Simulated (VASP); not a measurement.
Runs of VASP 6.6.1 on Ta4C3. The structure is that of space group Pm-3m (No. 221), or close to it. The cells are those of the table. 

```tsv
cell	smearing	gap on the mesh (eV)	pressure (GPa)
a = 4.469 Å, 7 atoms	gaussian 0.1 eV	none	-7.6
a = 4.425 Å, 7 atoms	gaussian 0.15 eV	none	1.1
a = 4.512 Å, 7 atoms	gaussian 0.1 eV	none	-15.0
a = 4.445 Å, 7 atoms	gaussian 0.1 eV	none	-3.1
a = 4.425 Å, 7 atoms	gaussian 0.1 eV	none	1.1
a = 4.568 Å, 7 atoms	gaussian 0.1 eV	none	(a)
```

Alike in all rows: task single point; level r2SCAN; potentials or basis VASP PAW PBE potentials, release 64 (Ta_pv, C); no spin polarisation; k mesh 8 × 8 × 8; cutoff (eV) 520.

Q: Estimate the missing entries.

A: (a) -23.3.

Caveats: the PAW data sets were made with another functional, which shifts forces and pressure a little; spin-orbit coupling is left out, which moves the levels of the heavy elements.

A k mesh can miss the band edges, and the runs leave out spin-orbit coupling on Ta.

A gap of «none» marks levels without a gap at the run's occupations.
